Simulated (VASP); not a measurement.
# Zn (P6_3/mmc) in VASP: notebook

The runs below take Zn through single point, with PBE, RPBE.

All numbers are computed with VASP 6.6.1; they aren't measurements. Logs are shortened: lines on timing, memory, paths and dates and some standing lists are left out, and cuts for length are marked.

**1. The cell of the first run**

Symmetry: P6_3/mmc, No. 194, hexagonal system. The conventional cell has a = 2.670 Å, b = 2.670 Å, c = 4.966 Å, α = 90.00°, β = 90.00°, γ = 120.00°. Within 3.5 Å of Zn (site symmetry -6m2) lie 12 Zn at 2.67 to 2.92 Å.

**2. Single point, PBE**

INCAR reads:

```
PREC = Accurate
ENCUT = 520
EDIFF = 1E-6
ISMEAR = 0
SIGMA = 0.05
LREAL = False
LASPH = True
NELM = 60
ALGO = Fast
ISIF = 2
LWAVE = False
LCHARG = True
GGA = PE
LELF = True
LVHAR = True
NBANDS = 19
```

KPOINTS reads:

```
regular mesh
0
Gamma
  11 11 6
```

POSCAR reads:

```
Zn
1.0
    2.6700000000      0.0000000000      0.0000000000
   -1.3350000000      2.3122878281      0.0000000000
    0.0000000000      0.0000000000      4.9660000000
Zn
2
Direct
    0.6666666667      0.3333333333      0.7500000000
    0.3333333333      0.6666666667      0.2500000000
```

Potentials or basis: VASP PAW PBE potentials, release 64 (Zn).

Run with:

```sh
$ cat potpaw_PBE.64/Zn/POTCAR > POTCAR
$ mpirun -np 1 vasp_std > vasp.out
```

OUTCAR:

```text
PREC = Accurate
   ENCUT = 520
   EDIFF = 1E-6
   ISMEAR = 0
   LREAL = False
   LASPH = True
   NELM = 60
   ISIF = 2
   GGA = PE

 ion  position               nearest neighbor table
   1  0.667  0.333  0.750-   2 2.92   2 2.92   2 2.92   2 2.92   2 2.92   2 2.92
   2  0.333  0.667  0.250-   1 2.92   1 2.92   1 2.92   1 2.92   1 2.92   1 2.92

  LATTYP: Found a hexagonal cell.
 ALAT       =     2.6700000000
 C/A-ratio  =     1.8599250936

  Lattice vectors:

 A1 = (   2.6700000000,   0.0000000000,   0.0000000000)
 A2 = (  -1.3350000000,   2.3122878281,   0.0000000000)
 A3 = (   0.0000000000,   0.0000000000,   4.9660000000)

Analysis of symmetry for initial positions (statically):
=====================================================================
 Subroutine PRICEL returns:
 Original cell was already a primitive cell.

 Routine SETGRP: Setting up the symmetry group for a
 hexagonal supercell.

 Subroutine GETGRP returns: Found 24 space group operations
 (whereof 12 operations were pure point group operations)
 out of a pool of 24 trial point group operations.

The static configuration has the point symmetry D_3d.
 The point group associated with its full space group is D_6h.

Analysis of symmetry for dynamics (positions and initial velocities):
=====================================================================
 Subroutine PRICEL returns:
 Original cell was already a primitive cell.

 Routine SETGRP: Setting up the symmetry group for a
 hexagonal supercell.

 Subroutine GETGRP returns: Found 24 space group operations
 (whereof 12 operations were pure point group operations)
 out of a pool of 24 trial point group operations.

The dynamic configuration has the point symmetry D_3d.
 The point group associated with its full space group is D_6h.

 Subroutine INISYM returns: Found 24 space group operations
 (whereof 12 operations are pure point group operations),
 and found     1 'primitive' translations

----------------------------------------------------------------------------------------

                                     Primitive cell

  volume of cell :      30.6591

  direct lattice vectors                    reciprocal lattice vectors
     2.670000000  0.000000000  0.000000000     0.374531835  0.216236056  0.000000000
    -1.335000000  2.312287828  0.000000000     0.000000000  0.432472112  0.000000000
     0.000000000  0.000000000  4.966000000     0.000000000  0.000000000  0.201369311

  length of vectors
     2.670000000  2.670000000  4.966000000     0.432472112  0.432472112  0.201369311

  position of ions in fractional coordinates (direct lattice)
     0.666666667  0.333333333  0.750000000
     0.333333333  0.666666667  0.250000000

  ion indices of the primitive-cell ions
   primitive index   ion index
                 1           1
                 2           2

----------------------------------------------------------------------------------------

 KPOINTS: regular mesh

Automatic generation of k-mesh.
 Grid dimensions read from file:
 generate k-points for:   11   11    6

 Generating k-lattice:

  Cartesian coordinates                     Fractional coordinates (reciprocal lattice)
     0.034048349  0.019657823  0.000000000     0.090909091  0.000000000  0.000000000
     0.000000000  0.039315647  0.000000000     0.000000000  0.090909091  0.000000000
     0.000000000  0.000000000  0.033561552     0.000000000  0.000000000  0.166666667

  Length of vectors
     0.039315647  0.039315647  0.033561552

  Shift w.r.t. Gamma in fractional coordinates (k-lattice)
     0.000000000  0.000000000  0.000000000

 Subroutine IBZKPT returns following result:
 ===========================================

 Found     64 irreducible k-points:

 Following reciprocal coordinates:
            Coordinates               Weight
  0.000000  0.000000  0.000000      1.000000
  0.090909  0.000000  0.000000      6.000000
  0.181818  0.000000  0.000000      6.000000
  0.272727  0.000000  0.000000      6.000000
  0.363636  0.000000  0.000000      6.000000
  0.454545  0.000000  0.000000      6.000000
[... 16 lines left out ...]
  0.090909  0.090909  0.166667     12.000000
  0.181818  0.090909  0.166667     24.000000
 [... further k-points ...]
   k-points           NKPTS =     64   k-points in BZ     NKDIM =     64   number of bands    NBANDS=     19
   number of dos      NEDOS =    301   number of ions     NIONS =      2
   total plane-waves  NPLWV =  16000
   dimension x,y,z NGX =    20 NGY =   20 NGZ =   40
   dimension x,y,z NGXF=    40 NGYF=   40 NGZF=   80
   ions per type =               2
   NGX,Y,Z   is equivalent  to a cutoff of  12.45, 12.45, 13.39 a.u.
   NGXF,Y,Z  is equivalent  to a cutoff of  24.91, 24.91, 26.78 a.u.
 SYSTEM =  unknown system
   PREC   = accura    normal or accurate (medium, high low for compatibility)
   ISTART =      0    job   : 0-new  1-cont  2-samecut
   ICHARG =      2    charge: 1-file 2-atom 10-const
   ISPIN  =      1    spin polarized calculation?
   LNONCOLLINEAR =      F non collinear calculations
   LSORBIT =      F    spin-orbit coupling
   LASPH  =      T    aspherical Exc in radial PAW
   ENCUT  =  520.0 eV  38.22 Ry    6.18 a.u.   4.96  4.96  9.23*2*pi/ulx,y,z
   NELM   =     60;   NELMIN=  2; NELMDL= -5     # of ELM steps
   EDIFF  = 0.1E-05   stopping-criterion for ELM
   LREAL  =      F    real-space projection
   EDIFFG = 0.1E-04   stopping-criterion for IOM
   NSW    =      0    number of steps for IOM
   IBRION =     -1    ionic relax: 0-MD 1-quasi-New 2-CG
   NFREE  =      0    steps in history (QN), initial steepest desc. (CG)
   ISIF   =      2    stress and relaxation
   ISYM   =      2    0-nonsym 1-usesym 2-fastsym
   POTIM  = 0.5000    time-step for ionic-motion
   TEBEG  =    0.0;   TEEND  =   0.0 temperature during run
   PSTRESS=    0.0 pullay stress
   NELECT =      24.0000    total number of electrons
   NUPDOWN=      -1.0000    fix difference up-down
   EMIN   =  10.00;   EMAX   =-10.00  energy-range for DOS
   EFERMI =   0.00;   METHOD = LEGACY
   ISMEAR =     0;   SIGMA  =   0.05  broadening in eV -4-tet -1-fermi 0-gaus
   EFERMI_NEDOS =   21; number of points for ismear=-14 and -15
   IALGO  =     68    algorithm
   IMIX   =      4    mixing-type and parameters
     AMIX     =   0.40;   BMIX     =  1.00
     AMIX_MAG =   1.60;   BMIX_MAG =  1.00
  volume/ion in A,a.u.               =      15.33       103.45
  Fermi-wavevector in a.u.,A,eV,Ry     =   1.508778  2.851177 30.972445  2.276410
  Thomas-Fermi vector in A             =   2.619187
   LORBIT       =      0    0 simple, 1 ext, 2 COOP (PROOUT), +10 PAW based schemes
   GGA     = PE    functional components
   LHFCALC =     F    Hartree Fock is set to
   AEXX    =    0.0000 exact exchange contribution
   IVDW    =     0    specifies the selected vdW correction
   LEPSILON=     F    determine dielectric tensor
   LRPA    =     F    only Hartree local field effects (RPA)
 non-spin polarized calculation
 RMM-DIIS sequential band-by-band and
 Gauss-broadening in eV      SIGMA  =   0.05
  energy-cutoff  :      520.00
  volume of cell :       30.66
 maximum number of plane-waves:       846
 NGX is ok and might be reduce to    20
   NGX =  9   NGY =  9   NGZ = 19

 number of electron      24.0000011 magnetization

 Free energy of the ion-electron system (eV)
  ---------------------------------------------------
  ext. energy  EPLUGINS =         0.00000000
  ---------------------------------------------------
  free energy    TOTEN  =        -2.20052933 eV

  energy without entropy =       -2.19951472  energy(sigma->0) =       -2.20002202

 E-fermi :   2.9235     XC(G=0): -11.5097

 val. band max:        2.9028012886   @ k =   0.3636   0.2727   0.3333
 cond. band min:       2.9271168418   @ k =   0.3636   0.2727   0.3333
 fundamental gap:      0.0243155533
 Fermi energy:         2.9235484785

 k-point     1 :       0.0000    0.0000    0.0000
  band No.  band energies     occupation
      1      -7.2821      2.00000
      2      -5.5185      2.00000
      3      -4.8376      2.00000
      4      -4.6033      2.00000
      5      -4.6033      2.00000
      6      -4.5547      2.00000
[... 11 lines left out ...]
     18      22.0607      0.00000
     19      22.2126      0.00000

 k-point     2 :       0.0909    0.0000    0.0000
  band No.  band energies     occupation
      1      -7.0388      2.00000
      2      -5.4164      2.00000
      3      -4.8144      2.00000
      4      -4.6252      2.00000
      5      -4.5781      2.00000
      6      -4.5471      2.00000
[... 11 lines left out ...]
     18      20.8258      0.00000
     19      22.6784      0.00000

 k-point     3 :       0.1818    0.0000    0.0000
  band No.  band energies     occupation
      1      -6.3427      2.00000
      2      -5.1969      2.00000
      3      -4.7806      2.00000
      4      -4.6674      2.00000
      5      -4.5475      2.00000
      6      -4.5153      2.00000
[... 11 lines left out ...]
     18      19.1228      0.00000
     19      19.7105      0.00000

 k-point     4 :       0.2727    0.0000    0.0000
  band No.  band energies     occupation
      1      -5.4852      2.00000
      2      -5.1328      2.00000
      3      -4.7858      2.00000
      4      -4.6846      2.00000
      5      -4.5728      2.00000
      6      -4.4395      2.00000
[... 11 lines left out ...]
     18      18.2191      0.00000
     19      19.3463      0.00000

 k-point     5 :       0.3636    0.0000    0.0000
  band No.  band energies     occupation
      1      -5.2740      2.00000
      2      -5.1946      2.00000
      3      -4.9800      2.00000
      4      -4.5509      2.00000
      5      -4.5476      2.00000
      6      -4.4281      2.00000
[... 11 lines left out ...]
     18      17.6175      0.00000
     19      19.1214      0.00000
[... 334 lines left out ...]
      2      -5.2072      2.00000
      3      -4.9579      2.00000
      4      -4.7154      2.00000
      5      -4.4604      2.00000
      6      -4.4047      2.00000
[... 11 lines left out ...]
     18      17.6089      0.00000
     19      18.2905      0.00000

 k-point    22 :       0.4545    0.0000    0.1667
  band No.  band energies     occupation
      1      -5.3101      2.00000
      2      -5.2786      2.00000
      3      -5.0375      2.00000
      4      -4.7386      2.00000
      5      -4.4334      2.00000
      6      -4.3971      2.00000
[... 11 lines left out ...]
     18      17.3991      0.00000
     19      17.6880      0.00000

 k-point    23 :       0.0909    0.0909    0.1667
  band No.  band energies     occupation
      1      -6.4091      2.00000
      2      -5.2416      2.00000
      3      -4.7891      2.00000
      4      -4.6686      2.00000
      5      -4.6437      2.00000
      6      -4.4391      2.00000
[... 11 lines left out ...]
     18      19.2990      0.00000
     19      22.1122      0.00000

 k-point    24 :       0.1818    0.0909    0.1667
  band No.  band energies     occupation
      1      -5.6085      2.00000
      2      -5.0459      2.00000
      3      -4.7807      2.00000
      4      -4.7300      2.00000
      5      -4.6845      2.00000
      6      -4.5579      2.00000
[... 11 lines left out ...]
     18      17.5589      0.00000
     19      19.6934      0.00000

 [... further k-points ...]
[... 5 lines left out ...]
  --------------------------------------------------------------------------------------
  -------------------------------------------------------------------------------------
  Total        0.0906867      0.0906867     -0.2546284     -0.0000000      0.0000000     -0.0000000
  in kB        4.7390825      4.7390825    -13.3063060     -0.0000000      0.0000000     -0.0000000
  external PRESSURE =      -1.2760470 kB  Pullay stress =       0.0000000 kB

 VOLUME and BASIS-vectors are now :
 -----------------------------------------------------------------------------
  energy-cutoff  :      520.00
  volume of cell :       30.66
      direct lattice vectors                 reciprocal lattice vectors
     2.670000000  0.000000000  0.000000000     0.374531835  0.216236056  0.000000000
    -1.335000000  2.312287828  0.000000000     0.000000000  0.432472112  0.000000000
     0.000000000  0.000000000  4.966000000     0.000000000  0.000000000  0.201369311

 POSITION                                       TOTAL-FORCE (eV/Angst)
 -----------------------------------------------------------------------------------
      1.33500      0.77076      3.72450        -0.000000      0.000000      0.000000
     -0.00000      1.54153      1.24150         0.000000      0.000000      0.000000
 -----------------------------------------------------------------------------------
    total drift:                               -0.000000      0.000000      0.000000

  FREE ENERGIE OF THE ION-ELECTRON SYSTEM (eV)
  ---------------------------------------------------
  free  energy   TOTEN  =        -2.2005293264 eV

  energy  without entropy=       -2.1995147196  energy(sigma->0) =       -2.20002202
```

Wall time 15 s (1 thread of Intel Xeon 6975P-C (Granite Rapids), shared host); peak memory 0.16 GiB.

What came out:

```yaml
Free_energy: -2.2005 eV
Pressure: -0.1 GPa
Band_gap_on_the_k_mesh: zero (band 12 reaches 4.77 eV, above the bottom of band 13 at -0.01 eV)
```

**3. Single point, RPBE**

INCAR reads:

```
PREC     = Accurate       # precision mode
ENCUT    = 520            # plane-wave cutoff, eV
EDIFF    = 1E-7           # SCF threshold, eV
ISMEAR   = 0              # smearing method
SIGMA    = 0.05           # smearing width, eV
LREAL    = False          # projectors in reciprocal space
LASPH    = True           # aspherical terms in the spheres
NELM     = 60             # most SCF steps
ALGO     = Normal         # electronic algorithm
ISIF     = 2              # what is computed and relaxed
LWAVE    = False          # write WAVECAR
LCHARG   = False          # write CHGCAR
GGA      = RP             # functional
NBANDS   = 19             # bands
```

KPOINTS reads:

```
Automatic mesh
0
Gamma
  11 11 6
```

POSCAR is that of step 2.

Potentials or basis: VASP PAW PBE potentials, release 64 (Zn).

Run with:

```sh
$ cat potpaw_PBE.64/Zn/POTCAR > POTCAR
$ mpirun -np 1 vasp_std > vasp.out
```

It took 16 s on 1 thread of Intel Xeon 6975P-C (Granite Rapids), shared host; peak memory 0.15 GiB.

It converged, with:

| Item | Value |
| --- | --- |
| Free energy | -1.4624 eV |
| Pressure | 2.7 GPa |
| Band gap on the k mesh | zero (band 12 reaches 4.91 eV, above the bottom of band 13 at 0.17 eV) |

Stress tensor (GPa, compression positive):
```
3.63 0.00 0.00
0.00 3.63 0.00
0.00 0.00 0.90
```

Levels at points of the mesh, in eV from the Fermi level:
| k point | band 9 | band 10 | band 11 | band 12 | band 13 | band 14 | band 15 | band 16 |
| --- | --- | --- | --- | --- | --- | --- | --- | --- |
| (0.00, 0.00, 0.00) | -7.15 | -6.95 | -6.95 | -3.49 | -2.91 | 13.65 | 17.23 | 17.56 |
| (0.00, 0.00, 0.50) | -7.04 | -7.04 | -7.04 | -7.04 | 4.67 | 4.67 | 18.84 | 18.84 |

Caveat: the PAW data sets were made with another functional, which shifts forces and pressure a little.
